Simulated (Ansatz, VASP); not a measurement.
## TiN: VASP beside Ansatz

The input INCAR:

```
  PREC = Accurate
  ENCUT = 520
  EDIFF = 1E-7
  ISMEAR = 0
  SIGMA = 0.1
  LREAL = F
  LASPH = T
  NELM = 100
  ALGO = Normal
  ISIF = 2
  LWAVE = F
  LCHARG = F
  GGA = CA
  NBANDS = 16
```

KPOINTS

```
regular mesh
0
Gamma
  8 8 8
```

The input POSCAR:

```
TiN
1.0
    0.0000000000      2.1190000000      2.1190000000
    2.1190000000      0.0000000000      2.1190000000
    2.1190000000      2.1190000000      0.0000000000
Ti N
1 1
Direct
    0.0000000000      0.0000000000      0.0000000000
    0.5000000000      0.5000000000      0.5000000000
```

Input for Ansatz:

```yaml
crystal:
  lattice:
    - [0.0, 2.119, 2.119]
    - [2.119, 0.0, 2.119]
    - [2.119, 2.119, 0.0]
  atoms:
    - { symbol: Ti, position: [0.0, 0.0, 0.0] }
    - { symbol: "N", position: [0.5, 0.5, 0.5] }
basis:
  ecutwfc: 420
kpoints:
  mp_grid: { grid: [8, 8, 8] }
hamiltonian:
  xc: lda
scf:
  occupations: { method: gaussian, width: 0.1 }
output:
  forces: true
  stress: true
  eigenvalues: true
```

Alike in both runs: task single point; functional LDA; k mesh 8 × 8 × 8; occupations gaussian, width 0.1 eV; no spin polarisation.

```csv
,VASP,Ansatz
version,VASP 6.6.1,Ansatz 0.2.0
potentials or method,"VASP PAW LDA potentials, release 64 (Ti_sv, N), cutoff 520 eV","scalar-relativistic, plane waves, PAW"
valence electrons in the cell,17,17
```

|  | VASP | Ansatz | Ansatz less VASP |
| --- | --- | --- | --- |
| gap on the k mesh at the Fermi level (eV) | none | none | - |
| pressure (GPa) | -12.5 | -13.5 | -0.98 |

LDA's correlation is that of Perdew and Zunger in VASP and of Perdew and Wang (1992) in Ansatz. A gap of «none» marks a metal or a gap that the smearing closes.
